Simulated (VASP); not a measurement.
Wanted: the native input for a VASP 6.6.1 run.

```yaml
Task: single point
Functional: PBE
Potentials_or_basis: VASP PAW PBE potentials, release 64 (Bi_d, Te)
Cutoff: 520 eV
k_mesh: 3 × 3 × 3
Occupations: fermi-dirac, width 0.1 eV
Spin: no spin polarisation
Dipole_correction: no
Further_INCAR_settings: ALGO = Normal; EDIFF = 1e-06; NBANDS = 32
```

The structure of Bi2Te3 (Tellurobismuthite) lies in POSCAR:

```
Bi2Te3
1.0
    2.1930000000      1.2661290000     10.1656670000
   -2.1930000000      1.2661290000     10.1656670000
    0.0000000000     -2.5322580000     10.1656670000
Bi Te
2 3
Direct
    0.4000000000      0.4000000000      0.4000000000
    0.6000000000      0.6000000000      0.6000000000
    0.0000000000      0.0000000000      0.0000000000
    0.2095000000      0.2095000000      0.2095000000
    0.7905000000      0.7905000000      0.7905000000
```

One way to write it, as run:

INCAR

```
ALGO = Normal
EDIFF = 1E-6
ENCUT = 520
GGA = PE
ISIF = 2
ISMEAR = -1
LASPH = T
LCHARG = F
LREAL = F
LWAVE = F
NBANDS = 32
NELM = 80
PREC = Accurate
SIGMA = 0.1
```

KPOINTS

```
k-points
0
Gamma
  3 3 3
```

Potentials or basis: VASP PAW PBE potentials, release 64 (Bi_d, Te).

The run is started by

```bash
$ cat potpaw_PBE.64/Bi_d/POTCAR potpaw_PBE.64/Te/POTCAR > POTCAR
$ mpirun -np 1 vasp_std > vasp.out
```

Results of the run:

```json
{
 "Pressure": "2.0 GPa",
 "Largest force": "0.147 eV/Å",
 "Band gap on the k mesh": "0.30 eV, direct"
}
```

Caveat: the k points lie up to 0.56 Å⁻¹ apart; spin-orbit coupling is left out, which moves the levels of the heavy elements.

Wall time 2.1 min on 1 thread of AMD EPYC 9R45 96-Core Processor (Zen 5) (shared host), peak memory 0.84 GiB.
